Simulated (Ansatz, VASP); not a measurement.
Sn2As2Se: VASP beside Ansatz

```xyz
5
Lattice="-2.6555 2.6555 4.4424 2.6555 -2.6555 4.4424 2.6555 2.6555 -4.4424" Properties=species:S:1:pos:R:3 pbc="T T T"
Sn    0.0000    2.6555    2.2212
Sn    2.6555    0.0000    2.2212
As    0.0000    0.0000    1.2328
As    0.0000    0.0000    7.6520
Se    0.0000    0.0000    4.4424
```

Alike in both runs: functional PBE; k mesh 10 × 10 × 10; occupations gaussian, width 0.1 eV; no spin polarisation.

Ansatz relaxed the structure, and its values are those at the end. VASP's run is a single point on that final structure, the one shown.

|  | VASP | Ansatz |
| --- | --- | --- |
| version | VASP 6.6.1 | Ansatz 0.2.0 |
| potentials or method | VASP PAW PBE potentials, release 64 (Sn_d, As, Se), cutoff 520 eV | scalar-relativistic, plane waves, PAW |
| valence electrons in the cell | 44 | 74 |

|  | VASP | Ansatz | Ansatz less VASP |
| --- | --- | --- | --- |
| gap on the k mesh at the Fermi level (eV) | none | none | - |
| pressure (GPa) | 0.0 | 0.0 | -0.04 |
| rms of the force components (eV/Å) | 0.009 | 0.000 | -0.0091 |

A gap of «none» marks a metal or a gap that the smearing closes. VASP's potentials hold 44 valence electrons a cell and Ansatz's 74, so a difference there can come from the potentials and not from the codes.
